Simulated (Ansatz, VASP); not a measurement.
Y: VASP beside Ansatz

```
Y
1.0
    -1.93837    1.93837    1.93837
     1.93837   -1.93837    1.93837
     1.93837    1.93837   -1.93837
Y
1
Direct
  0.00000 0.00000 0.00000
```

Alike in both runs: task single point; functional PBE; k mesh 12 × 12 × 12; occupations fermi-dirac, width 0.1 eV; no spin polarisation.

```csv
,VASP,Ansatz
version,VASP 6.6.1,Ansatz 0.2.0
potentials or method,"VASP PAW PBE potentials, release 64 (Y_sv), cutoff 520 eV","plane waves (420 eV) with PAW, scalar-relativistic"
valence electrons in the cell,11,11
```

Ansatz gave:

```
pressure (GPa) : 5.9
```

**Question.** What did VASP give for the same quantities?

**Answer.** Pressure (GPa): 5.8.
